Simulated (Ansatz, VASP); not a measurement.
# One calculation of ZnS, two programs

```
Zn S
1.0
     3.76372    0.00000    0.00000
    -1.88186    3.25947    0.00000
     0.00000    0.00000    6.58086
Zn S
2 2
Direct
  0.33333 0.66667 0.00520
  0.66667 0.33333 0.50520
  0.33333 0.66667 0.34014
  0.66667 0.33333 0.84014
```

Alike in both runs: task single point; functional PBE; k mesh 9 × 9 × 4; occupations gaussian, width 0.05 eV; no spin polarisation.

|  | VASP | Ansatz |
| --- | --- | --- |
| version | VASP 6.6.1 | Ansatz 0.2.0 |
| potentials or method | VASP PAW PBE potentials, release 64 (Zn, S), cutoff 520 eV | scalar-relativistic, plane waves, PAW |
| valence electrons in the cell | 36 | 36 |

Ansatz gave:

| Quantity | Value |
| --- | --- |
| gap on the k mesh at the Fermi level (eV) | 1.67 |
| least direct gap on the mesh (eV) | 1.67 |
| pressure (GPa) | 0.2 |
| traceless stress, the component that is largest in VASP (GPa) | 1.07 |
| rms of the force components (eV/Å) | 0.814 |

Problem. Estimate VASP's values.

Solution. gap on the k mesh at the Fermi level (eV): 1.67; least direct gap on the mesh (eV): 1.67; pressure (GPa): 0.4; traceless stress, the component that is largest in VASP (GPa): 1.13; rms of the force components (eV/Å): 0.816.

Atom by atom the forces differ by 0.003 eV/Å (rms over components). With one functional, cell and mesh, what is left measures potentials, basis and numerics.
